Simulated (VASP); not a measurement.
A run of VASP 6.6.1 is set up as follows.

INCAR

```
ALGO = Fast
EDIFF = 1E-6
EDIFFG = -0.001
ENCUT = 600
GGA = PE
IBRION = 2
ISIF = 3
ISMEAR = -1
LASPH = T
LCHARG = F
LREAL = F
LWAVE = F
NELM = 100
NSW = 80
PREC = Accurate
SIGMA = 0.15
```

File KPOINTS:

```
k-points
0
Gamma
  18 18 10
```

POSCAR

```
Ti
1.0
    2.9385821065      0.0000000000      0.0000000000
   -1.4692910532      2.5448867553      0.0000000000
    0.0000000000      0.0000000000      4.6504271810
Ti
2
Direct
    0.3333333333      0.6666666667      0.2500000000
    0.6666666667      0.3333333333      0.7500000000
```

Potentials or basis: VASP PAW PBE potentials, release 64 (Ti_sv).

Launch:

```bash
$ cat potpaw_PBE.64/Ti_sv/POTCAR > POTCAR
$ mpirun -np 1 vasp_std > vasp.out
```

Task: What does it give for the relaxed cell?

Result: a = 2.938 Å, b = 2.938 Å, c = 4.660 Å, α = 90.00°, β = 90.00°, γ = 120.00°.

Task: Estimate the relaxed volume.

Result: 17.42 Å³/atom.

Task: What does it give for the band gap on the k mesh?

Result: Zero (bands 12 and 13 overlap by 1.10 eV).

Final structure:
```xyz
2
Lattice="2.9382 0.0000 0.0000 -1.4691 2.5445 0.0000 0.0000 0.0000 4.6599" Properties=species:S:1:pos:R:3 pbc="T T T"
Ti    0.0000    1.6964    1.1650
Ti    1.4691    0.8482    3.4949
```
